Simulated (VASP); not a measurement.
# SrCl2 (Fm-3m) in VASP: further runs

Aim: see how the results for SrCl2 move with the level of theory and the settings. Levels: HSE06, PBE0. Tasks: single point.

Everything below comes from runs of VASP 6.6.1. Logs are shortened: lines on timing, memory, paths and dates and some standing lists are left out, and cuts for length are marked.

## (1) The cell of the first run

It takes space group Fm-3m (No. 225, cubic). Conventional cell: a = 6.995 Å, b = 6.995 Å, c = 6.995 Å, α = 90.00°, β = 90.00°, γ = 90.00°. Sr (site symmetry m-3m) has 8 Cl at 3.03 Å within 4.0 Å. Cl (site symmetry -43m) has 4 Sr at 3.03 Å and 6 Cl at 3.50 Å within 4.0 Å.

## (2) Single point, HSE06

POSCAR

```
SrCl2
1.0
    0.0000000000      3.4976509415      3.4976509415
    3.4976509415      0.0000000000      3.4976509415
    3.4976509415      3.4976509415      0.0000000000
Sr Cl
1 2
Direct
    0.0000000000      0.0000000000      0.0000000000
    0.2500000000      0.2500000000      0.2500000000
    0.7500000000      0.7500000000      0.7500000000
```

INCAR.step1

```
  ALGO = Normal
  EDIFF = 1E-5
  ENCUT = 520
  GGA = PE
  ISIF = 2
  ISMEAR = 0
  LASPH = T
  LCHARG = F
  LREAL = F
  LWAVE = T
  NBANDS = 19
  NELM = 100
  PREC = Accurate
  SIGMA = 0.01
```

INCAR.step2

```
  ALGO = Normal
  EDIFF = 1E-7
  ENCUT = 520
  GGA = PE
  HFSCREEN = 0.2079
  ISIF = 2
  ISMEAR = 0
  ISTART = 1
  LASPH = T
  LCHARG = F
  LHFCALC = T
  LREAL = F
  LWAVE = F
  NBANDS = 19
  NELM = 100
  PREC = Accurate
  PRECFOCK = Normal
  SIGMA = 0.01
```

KPOINTS

```
k-points
0
Gamma
  4 4 4
```

Potentials or basis: VASP PAW PBE potentials, release 64 (Sr_sv, Cl).

Launch:

```bash
> cat potpaw_PBE.64/Sr_sv/POTCAR potpaw_PBE.64/Cl/POTCAR > POTCAR
> cp INCAR.step1 INCAR
> mpirun -np 1 vasp_std > vasp.out
> cp INCAR.step2 INCAR
> mpirun -np 1 vasp_std > vasp.out
```

OUTCAR:

```text
EDIFF = 1E-7
   ENCUT = 520
   GGA = PE
   HFSCREEN = 0.2079
   ISIF = 2
   ISMEAR = 0
   ISTART = 1
   LASPH = T
   LHFCALC = T
   LREAL = F
   NELM = 100
   PREC = Accurate
   PRECFOCK = Normal

 ion  position               nearest neighbor table
   1  0.000  0.000  0.000-   3 3.03   3 3.03   3 3.03   2 3.03   3 3.03   2 3.03   2 3.03   2 3.03

   2  0.250  0.250  0.250-   1 3.03   1 3.03   1 3.03   1 3.03
   3  0.750  0.750  0.750-   1 3.03   1 3.03   1 3.03   1 3.03

  LATTYP: Found a face centered cubic cell.
 ALAT       =     6.9953018830

  Lattice vectors:

 A1 = (   0.0000000000,   3.4976509415,   3.4976509415)
 A2 = (   3.4976509415,   0.0000000000,   3.4976509415)
 A3 = (   3.4976509415,   3.4976509415,   0.0000000000)

Analysis of symmetry for initial positions (statically):
=====================================================================
 Subroutine PRICEL returns:
 Original cell was already a primitive cell.

 Routine SETGRP: Setting up the symmetry group for a
 face centered cubic supercell.

 Subroutine GETGRP returns: Found 48 space group operations
 (whereof 48 operations were pure point group operations)
 out of a pool of 48 trial point group operations.

The static configuration has the point symmetry O_h .

Analysis of symmetry for dynamics (positions and initial velocities):
=====================================================================
 Subroutine PRICEL returns:
 Original cell was already a primitive cell.

 Routine SETGRP: Setting up the symmetry group for a
 face centered cubic supercell.

 Subroutine GETGRP returns: Found 48 space group operations
 (whereof 48 operations were pure point group operations)
 out of a pool of 48 trial point group operations.

The dynamic configuration has the point symmetry O_h .

 Subroutine INISYM returns: Found 48 space group operations
 (whereof 48 operations are pure point group operations),
 and found     1 'primitive' translations

----------------------------------------------------------------------------------------

                                     Primitive cell
[... 76 lines left out ...]
   EDIFF  = 0.1E-06   stopping-criterion for ELM
   LREAL  =      F    real-space projection
   EDIFFG = 0.1E-05   stopping-criterion for IOM
   NSW    =      0    number of steps for IOM
   IBRION =     -1    ionic relax: 0-MD 1-quasi-New 2-CG
   NFREE  =      0    steps in history (QN), initial steepest desc. (CG)
   ISIF   =      2    stress and relaxation
   ISYM   =      3    0-nonsym 1-usesym 2-fastsym
   POTIM  = 0.5000    time-step for ionic-motion
   TEBEG  =    0.0;   TEEND  =   0.0 temperature during run
   PSTRESS=    0.0 pullay stress
   NELECT =      24.0000    total number of electrons
   NUPDOWN=      -1.0000    fix difference up-down
   EMIN   =  10.00;   EMAX   =-10.00  energy-range for DOS
   EFERMI =   0.00;   METHOD = LEGACY
   ISMEAR =     0;   SIGMA  =   0.01  broadening in eV -4-tet -1-fermi 0-gaus
   EFERMI_NEDOS =   21; number of points for ismear=-14 and -15
   IALGO  =     38    algorithm
   IMIX   =      1    mixing-type and parameters
     AMIX     =   0.40;   BMIX     =  1.00
     AMIX_MAG =   1.60;   BMIX_MAG =  1.00
  volume/ion in A,a.u.               =      28.53       192.50
  Fermi-wavevector in a.u.,A,eV,Ry     =   1.071582  2.024997 15.623409  1.148288
  Thomas-Fermi vector in A             =   2.207327
   LORBIT       =      0    0 simple, 1 ext, 2 COOP (PROOUT), +10 PAW based schemes
   GGA     = PE    functional components
   LHFCALC =     T    Hartree Fock is set to
   PRECFOCK=normal    Normal, Fast or Accurate (Low or Medium for compatibility)
   ENCUT4O =  -1.0   cutoff for four orbital integrals eV
   NKREDX  =     1    reduce k-point grid by
   NKREDY  =     1    reduce k-point grid by
   NKREDZ  =     1    reduce k-point grid by
   AEXX    =    0.2500 exact exchange contribution
   HFSCREEN=    0.2079 screening length (either q_TF or 0.3 A-1)
   HFSCREENC=   0.2079 screening length for correlation (either q_TF or 0.3 A-1)
   ENCUTFOCK=  -1.0 apply spherical cutoff to Coloumb kernel
   IVDW    =     0    specifies the selected vdW correction
   LEPSILON=     F    determine dielectric tensor
   LRPA    =     F    only Hartree local field effects (RPA)
 non-spin polarized calculation
 Gauss-broadening in eV      SIGMA  =   0.01
  energy-cutoff  :      520.00
  volume of cell :       85.58
 maximum number of plane-waves:      2332
 NGX is ok and might be reduce to    40
  NGX = 28; NGY = 28; NGZ = 28

 number of electron      24.0000002 magnetization

 Free energy of the ion-electron system (eV)
  ---------------------------------------------------
  ext. energy  EPLUGINS =         0.00000000
  ---------------------------------------------------
  free energy    TOTEN  =       -14.81299864 eV

  energy without entropy =      -14.81299864  energy(sigma->0) =      -14.81299864

 E-fermi :  -0.6571     XC(G=0):  -6.8776

 val. band max:       -0.8227400126   @ k =   0.5000   0.5000   0.0000
 cond. band min:       5.7614704976   @ k =   0.0000   0.0000   0.0000
 fundamental gap:      6.5842105102
 Fermi energy:        -0.6570545914

 k-point     1 :       0.0000    0.0000    0.0000
  band No.  band energies     occupation
      1     -35.8056      2.00000
      2     -16.5207      2.00000
      3     -16.5207      2.00000
      4     -16.5207      2.00000
      5     -15.3498      2.00000
      6     -14.4431      2.00000
[... 153 lines left out ...]
      6     -14.5898      2.00000
[... 11 lines left out ...]
     18      10.1834      0.00000
     19      11.2736      0.00000

------------------------ aborting loop because EDIFF is reached ----------------------------------------

  FORCE on cell =-STRESS in cart. coord.  units (eV):
  Direction    XX          YY          ZZ          XY          YZ          ZX
  --------------------------------------------------------------------------------------
  -------------------------------------------------------------------------------------
  Total        0.1376138      0.1376138      0.1376138     -0.0000000      0.0000000      0.0000000
  in kB        2.5763987      2.5763987      2.5763987     -0.0000000      0.0000000      0.0000000
  external PRESSURE =       2.5763987 kB  Pullay stress =       0.0000000 kB

 VOLUME and BASIS-vectors are now :
 -----------------------------------------------------------------------------
  energy-cutoff  :      520.00
  volume of cell :       85.58
      direct lattice vectors                 reciprocal lattice vectors
     0.000000000  3.497650941  3.497650941    -0.142953087  0.142953087  0.142953087
     3.497650941  0.000000000  3.497650941     0.142953087 -0.142953087  0.142953087
     3.497650941  3.497650941  0.000000000     0.142953087  0.142953087 -0.142953087

 POSITION                                       TOTAL-FORCE (eV/Angst)
 -----------------------------------------------------------------------------------
      0.00000      0.00000      0.00000         0.000000      0.000000      0.000000
      1.74883      1.74883      1.74883         0.000000      0.000000     -0.000000
      5.24648      5.24648      5.24648        -0.000000     -0.000000      0.000000
 -----------------------------------------------------------------------------------
    total drift:                                0.000000      0.000000     -0.000000

  FREE ENERGIE OF THE ION-ELECTRON SYSTEM (eV)
  ---------------------------------------------------
  free  energy   TOTEN  =       -14.8129986410 eV

  energy  without entropy=      -14.8129986410  energy(sigma->0) =      -14.81299864
```

OUTCAR.step1:

```text
EDIFF = 1E-5
   ENCUT = 520
   GGA = PE
   ISIF = 2
[... 385 lines left out ...]
      0.00000      0.00000      0.00000        -0.000000      0.000000     -0.000000
      1.74883      1.74883      1.74883         0.000000     -0.000000      0.000000
      5.24648      5.24648      5.24648        -0.000000      0.000000      0.000000
 -----------------------------------------------------------------------------------
    total drift:                               -0.000000     -0.000000      0.000000

  FREE ENERGIE OF THE ION-ELECTRON SYSTEM (eV)
  ---------------------------------------------------
  free  energy   TOTEN  =       -12.7864179082 eV

  energy  without entropy=      -12.7864179082  energy(sigma->0) =      -12.78641791
```

OSZICAR.step1:

```text
N       E                     dE             d eps       ncg     rms          rms(c)
DAV:   1     0.140313874258E+03    0.14031E+03   -0.11579E+04   304   0.114E+03
DAV:   2    -0.385916215147E+01   -0.14417E+03   -0.13997E+03   387   0.222E+02
DAV:   3    -0.127358624240E+02   -0.88767E+01   -0.88451E+01   378   0.550E+01
DAV:   4    -0.130633850787E+02   -0.32752E+00   -0.32719E+00   536   0.877E+00
DAV:   5    -0.130658238561E+02   -0.24388E-02   -0.24387E-02   402   0.786E-01    0.127E+01
DAV:   6    -0.127680619020E+02    0.29776E+00   -0.59657E-01   340   0.431E+00    0.816E+00
DAV:   7    -0.127776380721E+02   -0.95762E-02   -0.36203E-01   401   0.360E+00    0.215E+00
DAV:   8    -0.127839825881E+02   -0.63445E-02   -0.54381E-02   347   0.129E+00    0.414E-01
DAV:   9    -0.127849163560E+02   -0.93377E-03   -0.20142E-03   370   0.266E-01    0.149E-01
DAV:  10    -0.127863032256E+02   -0.13869E-02   -0.99618E-04   328   0.184E-01    0.368E-02
DAV:  11    -0.127863939415E+02   -0.90716E-04   -0.58887E-05   374   0.434E-02    0.424E-02
DAV:  12    -0.127864160785E+02   -0.22137E-04   -0.20575E-05   299   0.231E-02    0.289E-03
DAV:  13    -0.127864179082E+02   -0.18297E-05   -0.21268E-06   313   0.795E-03
   1 F= -.12786418E+02 E0= -.12786418E+02  d E =-.165732E-18
```

Wall time 12 min (1 thread of Intel Xeon Platinum 8488C (Sapphire Rapids), shared host); peak memory 0.35 GiB.

Results:

| Item | Value |
| --- | --- |
| Free energy | -14.8130 eV |
| Pressure | 0.3 GPa |
| Band gap on the k mesh | 6.58 eV (least direct gap 6.82 eV) |

Caveat: the PAW data sets were made with another functional, which shifts forces and pressure a little.

## (3) Single point, PBE0

POSCAR is that of step 2.

INCAR.step1

```
PREC = Accurate ; ENCUT = 520
EDIFF = 1E-5 ; ISMEAR = 0
SIGMA = 0.01 ; LREAL = F
LASPH = T ; NELM = 100
ALGO = Normal ; ISIF = 2
LWAVE = T ; LCHARG = F
GGA = PE ; NBANDS = 19
```

INCAR.step2

```
PREC = Accurate ; ENCUT = 520
EDIFF = 1E-7 ; ISMEAR = 0
SIGMA = 0.01 ; LREAL = F
LASPH = T ; NELM = 100
ALGO = Normal ; ISIF = 2
LWAVE = F ; LCHARG = F
GGA = PE ; LHFCALC = T
AEXX = 0.25 ; PRECFOCK = Normal
ISTART = 1 ; NBANDS = 19
```

KPOINTS

```
regular mesh
0
Gamma
  4 4 4
```

Potentials or basis: VASP PAW PBE potentials, release 64 (Sr_sv, Cl).

Launch:

```bash
> cat potpaw_PBE.64/Sr_sv/POTCAR potpaw_PBE.64/Cl/POTCAR > POTCAR
> cp INCAR.step1 INCAR
> mpirun -np 1 vasp_std > vasp.out
> cp INCAR.step2 INCAR
> mpirun -np 1 vasp_std > vasp.out
```

It took 12 min on 1 thread of Intel Xeon Platinum 8488C (Sapphire Rapids), shared host; peak memory 0.25 GiB.

Results (log left out):

```yaml
Free_energy: -15.5333 eV
Pressure: 0.1 GPa
Band_gap_on_the_k_mesh: 7.32 eV (least direct gap 7.58 eV)
```

Levels at points of the mesh, in eV from the valence-band top:
```tsv
k point	band 10	band 11	band 12	band 13	band 14	band 15
(0.00, 0.00, 0.00)	-0.37	-0.37	-0.37	7.32	8.29	8.29
(0.50, 0.00, 0.00)	-1.41	-1.14	-1.14	8.96	8.96	9.83
(0.50, 0.50, 0.00)	-0.42	-0.42	0.00	7.58	9.30	9.96
```

Caveat: the PAW data sets were made with another functional, which shifts forces and pressure a little.
